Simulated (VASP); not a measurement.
# Mg3Te (I4/mmm) in VASP: a series of runs

The runs below take Mg3Te through single point, with PBE.

All numbers are computed with VASP 6.6.1; they aren't measurements. Logs are shortened: lines on timing, memory, paths and dates and some standing lists are left out, and cuts for length are marked.

## Step 1: The cell of the first run

Symmetry: I4/mmm, No. 139, tetragonal system. The conventional cell has a = 4.161 Å, b = 4.161 Å, c = 10.433 Å, α = 90.00°, β = 90.00°, γ = 90.00°. Within 3.9 Å of Mg (site symmetry 4/mmm) lie 4 Te at 2.94 Å and 8 Mg at 3.34 Å. Within 3.9 Å of Mg (site symmetry -4m2) lie 8 Mg at 2.94 to 3.34 Å and 4 Te at 3.34 Å. Te (site symmetry 4/mmm) has 12 Mg at 2.94 to 3.34 Å within 3.9 Å.

## Step 2: Single point, PBE (strained)

The input, INCAR:

```
PREC = Accurate
ENCUT = 520
EDIFF = 1E-6
ISMEAR = 0
SIGMA = 0.1
LREAL = False
LASPH = True
NELM = 60
ALGO = Fast
ISIF = 2
LWAVE = False
LCHARG = False
GGA = PE
NBANDS = 14
```

The input, KPOINTS:

```
Automatic mesh
0
Gamma
  14 14 14
```

The input, POSCAR:

```
Mg3Te
1.0
   -2.0805062064      2.0805062064      5.2164040751
    2.0805062064     -2.0805062064      5.2164040751
    2.0805062064      2.0805062064     -5.2164040751
Mg Te
3 1
Direct
    0.5000000000      0.5000000000      0.0000000000
    0.7500000000      0.2500000000      0.5000000000
    0.2500000000      0.7500000000      0.5000000000
    0.0000000000      0.0000000000      0.0000000000
```

Potentials or basis: VASP PAW PBE potentials, release 64 (Mg, Te).

On the command line:

```sh
cat potpaw_PBE.64/Mg/POTCAR potpaw_PBE.64/Te/POTCAR > POTCAR
mpirun -np 1 vasp_std > vasp.out
```

OUTCAR:

```text
PREC = Accurate
   ENCUT = 520
   EDIFF = 1E-6
   ISMEAR = 0
   LREAL = False
   LASPH = True
   NELM = 60
   ISIF = 2
   GGA = PE

 ion  position               nearest neighbor table
   1  0.500  0.500  0.000-   4 2.94   4 2.94   4 2.94   4 2.94   3 3.34   2 3.34   3 3.34   2 3.34
                             3 3.34   3 3.34   2 3.34   2 3.34
   2  0.750  0.250  0.500-   3 2.94   3 2.94   3 2.94   3 2.94   4 3.34   1 3.34   4 3.34   4 3.34
                             1 3.34   1 3.34   4 3.34   1 3.34
   3  0.250  0.750  0.500-   2 2.94   2 2.94   2 2.94   2 2.94   4 3.34   1 3.34   4 3.34   1 3.34
                             4 3.34   4 3.34   1 3.34   1 3.34
   4  0.000  0.000  0.000-   1 2.94   1 2.94   1 2.94   1 2.94   3 3.34   2 3.34   3 3.34   3 3.34
                             2 3.34   2 3.34   3 3.34   2 3.34

  LATTYP: Found a body centered tetragonal cell.
 ALAT       =     4.1610124128
 C/A-ratio  =     2.5072763826

  Lattice vectors:

 A1 = (  -2.0805062064,   2.0805062064,   5.2164040751)
 A2 = (   2.0805062064,  -2.0805062064,   5.2164040751)
 A3 = (   2.0805062064,   2.0805062064,  -5.2164040751)

Analysis of symmetry for initial positions (statically):
=====================================================================
 Subroutine PRICEL returns:
 Original cell was already a primitive cell.

 Routine SETGRP: Setting up the symmetry group for a
 body centered tetragonal supercell.

 Subroutine GETGRP returns: Found 16 space group operations
 (whereof 16 operations were pure point group operations)
 out of a pool of 16 trial point group operations.

The static configuration has the point symmetry D_4h.

Analysis of symmetry for dynamics (positions and initial velocities):
=====================================================================
 Subroutine PRICEL returns:
 Original cell was already a primitive cell.

 Routine SETGRP: Setting up the symmetry group for a
 body centered tetragonal supercell.

 Subroutine GETGRP returns: Found 16 space group operations
 (whereof 16 operations were pure point group operations)
 out of a pool of 16 trial point group operations.

The dynamic configuration has the point symmetry D_4h.

 Subroutine INISYM returns: Found 16 space group operations
 (whereof 16 operations are pure point group operations),
 and found     1 'primitive' translations

----------------------------------------------------------------------------------------

                                     Primitive cell

  volume of cell :      90.3169

  direct lattice vectors                    reciprocal lattice vectors
    -2.080506206  2.080506206  5.216404075     0.000000000  0.240326128  0.095851470
     2.080506206 -2.080506206  5.216404075     0.240326128  0.000000000  0.095851470
     2.080506206  2.080506206 -5.216404075     0.240326128  0.240326128  0.000000000

  length of vectors
     5.988980182  5.988980182  5.988980182     0.258735680  0.258735680  0.339872469

  position of ions in fractional coordinates (direct lattice)
     0.500000000  0.500000000  0.000000000
     0.750000000  0.250000000  0.500000000
     0.250000000  0.750000000  0.500000000
     0.000000000  0.000000000  0.000000000

  ion indices of the primitive-cell ions
   primitive index   ion index
                 1           1
                 2           2
                 3           3
                 4           4

----------------------------------------------------------------------------------------

 KPOINTS: Automatic mesh

Automatic generation of k-mesh.
 Grid dimensions read from file:
 generate k-points for:   14   14   14

 Generating k-lattice:

  Cartesian coordinates                     Fractional coordinates (reciprocal lattice)
     0.000000000  0.017166152  0.006846534     0.071428571  0.000000000  0.000000000
     0.017166152  0.000000000  0.006846534     0.000000000  0.071428571  0.000000000
     0.017166152  0.017166152  0.000000000     0.000000000  0.000000000  0.071428571

  Length of vectors
     0.018481120  0.018481120  0.024276605

  Shift w.r.t. Gamma in fractional coordinates (k-lattice)
     0.000000000  0.000000000  0.000000000

 Subroutine IBZKPT returns following result:
 ===========================================

 Found    244 irreducible k-points:

 Following reciprocal coordinates:
            Coordinates               Weight
  0.000000  0.000000  0.000000      1.000000
  0.071429  0.000000 -0.000000      8.000000
  0.142857  0.000000  0.000000      8.000000
  0.214286  0.000000 -0.000000      8.000000
  0.285714  0.000000 -0.000000      8.000000
  0.357143  0.000000 -0.000000      8.000000
[... 16 lines left out ...]
  0.214286  0.142857  0.000000     16.000000
  0.285714  0.142857 -0.000000     16.000000
 [... further k-points ...]
   k-points           NKPTS =    244   k-points in BZ     NKDIM =    244   number of bands    NBANDS=     14
   number of dos      NEDOS =    301   number of ions     NIONS =      4
   total plane-waves  NPLWV = 110592
   dimension x,y,z NGX =    48 NGY =   48 NGZ =   48
   dimension x,y,z NGXF=    96 NGYF=   96 NGZF=   96
   ions per type =               3   1
   NGX,Y,Z   is equivalent  to a cutoff of  13.32, 13.32, 13.32 a.u.
   NGXF,Y,Z  is equivalent  to a cutoff of  26.65, 26.65, 26.65 a.u.
 SYSTEM =  unknown system
   PREC   = accura    normal or accurate (medium, high low for compatibility)
   ISTART =      0    job   : 0-new  1-cont  2-samecut
   ICHARG =      2    charge: 1-file 2-atom 10-const
   ISPIN  =      1    spin polarized calculation?
   LNONCOLLINEAR =      F non collinear calculations
   LSORBIT =      F    spin-orbit coupling
   LASPH  =      T    aspherical Exc in radial PAW
   ENCUT  =  520.0 eV  38.22 Ry    6.18 a.u.  11.14 11.14 11.14*2*pi/ulx,y,z
   NELM   =     60;   NELMIN=  2; NELMDL= -5     # of ELM steps
   EDIFF  = 0.1E-05   stopping-criterion for ELM
   LREAL  =      F    real-space projection
   EDIFFG = 0.1E-04   stopping-criterion for IOM
   NSW    =      0    number of steps for IOM
   IBRION =     -1    ionic relax: 0-MD 1-quasi-New 2-CG
   NFREE  =      0    steps in history (QN), initial steepest desc. (CG)
   ISIF   =      2    stress and relaxation
   ISYM   =      2    0-nonsym 1-usesym 2-fastsym
   POTIM  = 0.5000    time-step for ionic-motion
   TEBEG  =    0.0;   TEEND  =   0.0 temperature during run
   PSTRESS=    0.0 pullay stress
   NELECT =      12.0000    total number of electrons
   NUPDOWN=      -1.0000    fix difference up-down
   EMIN   =  10.00;   EMAX   =-10.00  energy-range for DOS
   EFERMI =   0.00;   METHOD = LEGACY
   ISMEAR =     0;   SIGMA  =   0.10  broadening in eV -4-tet -1-fermi 0-gaus
   EFERMI_NEDOS =   21; number of points for ismear=-14 and -15
   IALGO  =     68    algorithm
   IMIX   =      4    mixing-type and parameters
     AMIX     =   0.40;   BMIX     =  1.00
     AMIX_MAG =   1.60;   BMIX_MAG =  1.00
  volume/ion in A,a.u.               =      22.58       152.37
  Fermi-wavevector in a.u.,A,eV,Ry     =   0.835370  1.578620  9.494729  0.697843
  Thomas-Fermi vector in A             =   1.948917
   LORBIT       =      0    0 simple, 1 ext, 2 COOP (PROOUT), +10 PAW based schemes
   GGA     = PE    functional components
   LHFCALC =     F    Hartree Fock is set to
   AEXX    =    0.0000 exact exchange contribution
   IVDW    =     0    specifies the selected vdW correction
   LEPSILON=     F    determine dielectric tensor
   LRPA    =     F    only Hartree local field effects (RPA)
 non-spin polarized calculation
 RMM-DIIS sequential band-by-band and
 Gauss-broadening in eV      SIGMA  =   0.10
  energy-cutoff  :      520.00
  volume of cell :       90.32
 maximum number of plane-waves:      2452
 NGX is ok and might be reduce to    48
   NGX = 23   NGY = 23   NGZ = 23

 number of electron      12.0000000 magnetization

 Free energy of the ion-electron system (eV)
  ---------------------------------------------------
  ext. energy  EPLUGINS =         0.00000000
  ---------------------------------------------------
  free energy    TOTEN  =        -8.24435085 eV

  energy without entropy =       -8.23399602  energy(sigma->0) =       -8.23917343

 E-fermi :   5.1345     XC(G=0):  -9.1796

 val. band max:        5.1171185963   @ k =   0.4286   0.0714  -0.0000
 cond. band min:       5.1359078357   @ k =   0.1429   0.1429   0.0714
 fundamental gap:      0.0187892394
 Fermi energy:         5.1344632142

 k-point     1 :       0.0000    0.0000    0.0000
  band No.  band energies     occupation
      1      -7.4765      2.00000
      2       0.5996      2.00000
      3       0.6878      2.00000
      4       2.3832      2.00000
      5       2.3832      2.00000
      6       5.5208      0.00000
      7       6.3430      0.00000
      8       6.7475      0.00000
      9       6.7475      0.00000
     10       6.7919      0.00000
     11       8.9872      0.00000
     12      11.9778      0.00000
     13      11.9947      0.00000
     14      11.9947      0.00000

 k-point     2 :       0.0714    0.0000   -0.0000
  band No.  band energies     occupation
      1      -7.4509      2.00000
      2       0.3582      2.00000
      3       0.9197      2.00000
      4       2.2145      2.00000
      5       2.4034      2.00000
      6       5.5848      0.00000
      7       5.8377      0.00000
      8       6.8002      0.00000
      9       6.9819      0.00000
     10       7.1975      0.00000
     11       9.3290      0.00000
     12      10.9947      0.00000
     13      11.6776      0.00000
     14      12.7974      0.00000

 k-point     3 :       0.1429    0.0000    0.0000
  band No.  band energies     occupation
      1      -7.3770      2.00000
      2       0.0966      2.00000
      3       0.9795      2.00000
      4       2.0593      2.00000
      5       2.4618      2.00000
      6       4.9063      1.99875
      7       6.0057      0.00000
      8       6.9560      0.00000
      9       7.5995      0.00000
     10       7.6438      0.00000
     11      10.1006      0.00000
     12      10.1404      0.00000
     13      11.0164      0.00000
     14      12.2832      0.00000

 k-point     4 :       0.2143    0.0000   -0.0000
  band No.  band energies     occupation
      1      -7.2638      2.00000
      2      -0.1990      2.00000
      3       0.7256      2.00000
      4       2.2681      2.00000
      5       2.5516      2.00000
      6       4.2521      2.00000
      7       6.2182      0.00000
      8       7.2051      0.00000
      9       8.0593      0.00000
     10       8.4999      0.00000
     11       9.3344      0.00000
     12      10.1015      0.00000
     13      10.9887      0.00000
     14      12.0409      0.00000

 k-point     5 :       0.2857    0.0000   -0.0000
  band No.  band energies     occupation
      1      -7.1281      2.00000
      2      -0.5832      2.00000
      3       0.5323      2.00000
      4       2.4548      2.00000
      5       2.6602      2.00000
      6       3.9525      2.00000
      7       6.4230      0.00000
      8       7.5084      0.00000
      9       8.4914      0.00000
     10       8.7518      0.00000
     11       8.7563      0.00000
[... 276 lines left out ...]
 k-point    22 :       0.1429    0.1429    0.0000
  band No.  band energies     occupation
      1      -7.2697      2.00000
      2      -0.2646      2.00000
      3       1.0974      2.00000
      4       1.6144      2.00000
      5       2.7215      2.00000
      6       4.9593      1.98678
      7       5.8200      0.00000
      8       6.9010      0.00000
      9       7.9820      0.00000
     10       8.5794      0.00000
     11       9.2653      0.00000
     12      10.7893      0.00000
     13      11.1950      0.00000
     14      12.2233      0.00000

 k-point    23 :       0.2143    0.1429    0.0000
  band No.  band energies     occupation
      1      -7.1572      2.00000
      2      -0.3941      2.00000
      3       0.7279      2.00000
      4       1.5393      2.00000
      5       3.0042      2.00000
      6       4.7021      2.00000
      7       5.8305      0.00000
      8       7.2983      0.00000
      9       7.8902      0.00000
     10       8.7641      0.00000
     11       9.3960      0.00000
     12      10.5370      0.00000
     13      11.4024      0.00000
     14      11.9333      0.00000

 k-point    24 :       0.2857    0.1429   -0.0000
  band No.  band energies     occupation
      1      -7.0256      2.00000
      2      -0.5814      2.00000
      3       0.3754      2.00000
      4       1.6495      2.00000
      5       3.0378      2.00000
      6       4.6547      2.00000
      7       6.0441      0.00000
      8       7.2950      0.00000
      9       7.6739      0.00000
     10       8.7269      0.00000
     11       9.6836      0.00000
     12      10.3850      0.00000
     13      10.9008      0.00000
     14      11.9926      0.00000

 [... further k-points ...]

------------------------ aborting loop because EDIFF is reached ----------------------------------------

  FORCE on cell =-STRESS in cart. coord.  units (eV):
  Direction    XX          YY          ZZ          XY          YZ          ZX
  --------------------------------------------------------------------------------------
  -------------------------------------------------------------------------------------
  Total        1.9717856      1.9717856      1.3654049      0.0000000     -0.0000000      0.0000000
  in kB       34.9784871     34.9784871     24.2215980      0.0000000     -0.0000000      0.0000000
  external PRESSURE =      31.3928574 kB  Pullay stress =       0.0000000 kB

 VOLUME and BASIS-vectors are now :
 -----------------------------------------------------------------------------
  energy-cutoff  :      520.00
  volume of cell :       90.32
      direct lattice vectors                 reciprocal lattice vectors
    -2.080506206  2.080506206  5.216404075     0.000000000  0.240326128  0.095851470
     2.080506206 -2.080506206  5.216404075     0.240326128  0.000000000  0.095851470
     2.080506206  2.080506206 -5.216404075     0.240326128  0.240326128  0.000000000

 POSITION                                       TOTAL-FORCE (eV/Angst)
 -----------------------------------------------------------------------------------
      0.00000      0.00000      5.21640         0.000000     -0.000000     -0.000000
      0.00000      2.08051      2.60820        -0.000000      0.000000      0.000000
      2.08051      0.00000      2.60820        -0.000000     -0.000000     -0.000000
      0.00000      0.00000      0.00000         0.000000     -0.000000     -0.000000
 -----------------------------------------------------------------------------------
    total drift:                                0.000000     -0.000000     -0.000000

  FREE ENERGIE OF THE ION-ELECTRON SYSTEM (eV)
  ---------------------------------------------------
  free  energy   TOTEN  =        -8.2443508502 eV

  energy  without entropy=       -8.2339960183  energy(sigma->0) =       -8.23917343
```

Run time: 5.1 min. Hardware: 1 thread of AMD EPYC 9R45 (Zen 5), shared host; peak memory 0.53 GiB.

What came out:

```
Free energy            : -8.2444 eV
Pressure               : 3.1 GPa
Band gap on the k mesh : zero (bands 6 and 7 overlap by 1.80 eV)
```

Stress tensor (GPa, compression positive):
```
3.50 0.00 0.00
0.00 3.50 0.00
0.00 0.00 2.42
```

Caveat: the cell differs from its parent crystal (strained); the cell stands under pressure; spin-orbit coupling is left out, which moves the levels of the heavy elements.

(Part 1 of 2 ends here.)
